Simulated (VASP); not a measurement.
Sr2Tl3:

```xyz
5
Lattice="4.9186 0.0000 0.0000 0.0000 4.9186 0.0000 0.0000 0.0000 4.9186" Properties=species:S:1:pos:R:3 pbc="T T T"
Sr    2.4593    2.4593    2.4593
Sr    0.0000    0.0000    0.0000
Tl    0.0000    2.4593    2.4593
Tl    2.4593    0.0000    2.4593
Tl    2.4593    2.4593    0.0000
```

The cell was generated, and may not be a known phase.

```yaml
Program: VASP 6.6.1
Task: relaxation of cell and atoms
Functional: PBE
Potentials_or_basis: VASP PAW PBE potentials, release 64 (Sr_sv, Tl_d)
Cutoff: 600 eV
k_mesh: 4 × 4 × 4
Occupations: gaussian, width 0.1 eV
Spin: no spin polarisation
```

At the start: pressure 42.3 GPa; volume 23.80 Å³/atom.

How do energy, volume and symmetry change on relaxing?

Over 4 steps the energy falls by 1574.2 meV/atom and the volume is 47.00 Å³/atom (+97.5 %); space group Pm-3m (No. 221, to 0.1 Å) before and after.

The path:
| step | energy change (eV) | largest force (eV/Å) | pressure (GPa) | volume (Å³) |
| --- | --- | --- | --- | --- |
| 1 | 0.0000 | 0.0000 | 42.27 | 118.99 |
| 2 | -7.7421 | 0.0000 | -1.31 | 263.18 |
| 3 | -7.7992 | 0.0000 | 1.30 | 213.82 |
| 4 | -7.8710 | 0.0000 | -0.08 | 235.02 |

Final structure:
```yaml
crystal:
  lattice:
    - [6.17119, 0.00000, 0.00000]
    - [0.00000, 6.17119, 0.00000]
    - [0.00000, 0.00000, 6.17119]
  atoms:
    - { symbol: Sr, position: [0.50000, 0.50000, 0.50000] }
    - { symbol: Sr, position: [0.00000, 0.00000, 0.00000] }
    - { symbol: Tl, position: [0.00000, 0.50000, 0.50000] }
    - { symbol: Tl, position: [0.50000, 0.00000, 0.50000] }
    - { symbol: Tl, position: [0.50000, 0.50000, 0.00000] }
```

Caveat: the volume moved by over 15 % at a fixed basis, so the end points are rough.
